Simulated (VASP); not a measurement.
A run of VASP 6.6.1 is set up as follows.

INCAR

```
SYSTEM = Sb
PREC = Accurate
ENCUT = 520
EDIFF = 1E-6
ISMEAR = -1
SIGMA = 0.05
LREAL = .False.
LASPH = .True.
NELM = 100
ALGO = Normal
ISIF = 2
LWAVE = .False.
LCHARG = .True.
GGA = PE
LELF = .True.
LVHAR = .True.
NBANDS = 12
```

File KPOINTS:

```
Automatic mesh
0
Gamma
  8 8 8
  0 0 0
```

Contents of POSCAR:

```
Sb
1.0
    2.1542000000      1.2437279499      3.7580000000
   -2.1542000000      1.2437279499      3.7580000000
    0.0000000000     -2.4874558998      3.7580000000
Sb
2
Direct
    0.7676430000      0.7550740000      0.7647910000
    0.2500380000      0.2274410000      0.2223170000
```

Potentials or basis: VASP PAW PBE potentials, release 64 (Sb).

Launch:

```console
$ cat potpaw_PBE.64/Sb/POTCAR > POTCAR
$ mpirun -np 1 vasp_std > vasp.out
```

Estimate the band gap on the k mesh.

zero (band 5 reaches 7.41 eV, above the bottom of band 6 at 6.99 eV).

Estimate the largest force.

0.112 eV/Å.

Estimate the pressure.

2.2 GPa.

Stress tensor (GPa, compression positive):
```
 2.58  0.13 -0.25
 0.13  2.38 -0.47
-0.25 -0.47  1.68
```

Caveat: the cell differs from its parent crystal (atoms moved at random); spin-orbit coupling is left out, which moves the levels of the heavy elements.
